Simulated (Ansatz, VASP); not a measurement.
## Two plane-wave programs on ZnSe

The input INCAR:

```
SYSTEM = ZnSe
ALGO = Normal ; EDIFF = 1E-6
ENCUT = 520 ; GGA = PE
ISIF = 2 ; ISMEAR = 0
LASPH = .TRUE. ; LCHARG = .FALSE.
LREAL = .FALSE. ; LWAVE = .FALSE.
NBANDS = 16 ; NELM = 100
PREC = Accurate ; SIGMA = 0.05
```

Contents of KPOINTS:

```
k-points
0
G
  8 8 8
  0 0 0
```

The input POSCAR:

```
ZnSe
1.0
    0.0000000000      2.8277193127      2.8277193127
    2.8277193127      0.0000000000      2.8277193127
    2.8277193127      2.8277193127      0.0000000000
Zn Se
1 1
Direct
    0.0000000000      0.0000000000      0.0000000000
    0.2500000000      0.2500000000      0.2500000000
```

Input for Ansatz:

```yaml
crystal:
  lattice:
    - [0.0, 2.8277193127, 2.8277193127]
    - [2.8277193127, 0.0, 2.8277193127]
    - [2.8277193127, 2.8277193127, 0.0]
  atoms:
    - { symbol: Zn, position: [0.0, 0.0, 0.0] }
    - { symbol: Se, position: [0.25, 0.25, 0.25] }
basis:
  ecutwfc: 420
  ecutrho_ratio: 4
kpoints:
  mp_grid: { grid: [8, 8, 8] }
hamiltonian:
  xc: pbe
scf:
  occupations: { method: gaussian, width: 0.05 }
output:
  forces: true
  stress: true
  eigenvalues: true
```

Alike in both runs: task single point; functional PBE; k mesh 8 × 8 × 8; occupations gaussian, width 0.05 eV; no spin polarisation.

```csv
,VASP,Ansatz
version,VASP 6.6.1,Ansatz 0.2.0
potentials or method,"VASP PAW PBE potentials, release 64 (Zn, Se), cutoff 520 eV","scalar-relativistic, plane waves, PAW"
valence electrons in the cell,18,28
```

|  | VASP | Ansatz | Ansatz less VASP |
| --- | --- | --- | --- |
| gap on the k mesh at the Fermi level (eV) | 1.32 | 1.31 | -0.002 |
| least direct gap on the mesh (eV) | 1.32 | 1.31 | -0.002 |
| pressure (GPa) | 2.8 | 2.5 | -0.25 |

With one functional, cell and mesh, what is left measures potentials, basis and numerics. VASP's potentials hold 18 valence electrons a cell and Ansatz's 28, so a difference there can come from the potentials and not from the codes.
